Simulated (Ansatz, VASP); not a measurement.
**V2Si: VASP beside Ansatz**

```
V Si
1.0
     0.00000    2.66868    2.66868
     2.66868    0.00000    2.66868
     2.66868    2.66868    0.00000
V Si
2 1
Direct
  0.25000 0.25000 0.25000
  0.75000 0.75000 0.75000
  0.00000 0.00000 0.00000
```

Change from the starting cell: species swapped into the PIr2 type (Fm-3m, No. 225).

Alike in both runs: task relaxation of cell and atoms; functional PBE; k mesh 6 × 6 × 6; occupations gaussian, width 0.1 eV; collinear spin.

```csv
,VASP,Ansatz
version,VASP 6.6.1,Ansatz 0.2.0
potentials or method,"VASP PAW PBE potentials, release 64 (V_sv, Si), cutoff 600 eV","scalar-relativistic, plane waves, PAW"
valence electrons in the cell,30,30
```

```tsv
	VASP	Ansatz	Ansatz less VASP
gap on the k mesh at the Fermi level, each at its own relaxed structure (eV)	none	none	-
net moment per atom (μB)	0.00	0.12	+0.120
size of the moment on the site where the two differ most (μB)	0.00	0.15	+0.147
relaxed volume (Å³/atom)	15.37	15.29	-0.074
relaxed length of the cell vector where the two differ most in proportion (Å)	4.025	4.018	-0.0065
```

The net moments are unlike, so the other rows may belong to different states. Site moments also hang on the region over which each program counts them. A gap of «none» marks a metal or a gap that the smearing closes. Ansatz's warnings: seeded moment not kept.

Noted on VASP's run: the volume moved by over 15 % at a fixed basis, so the end points are rough.
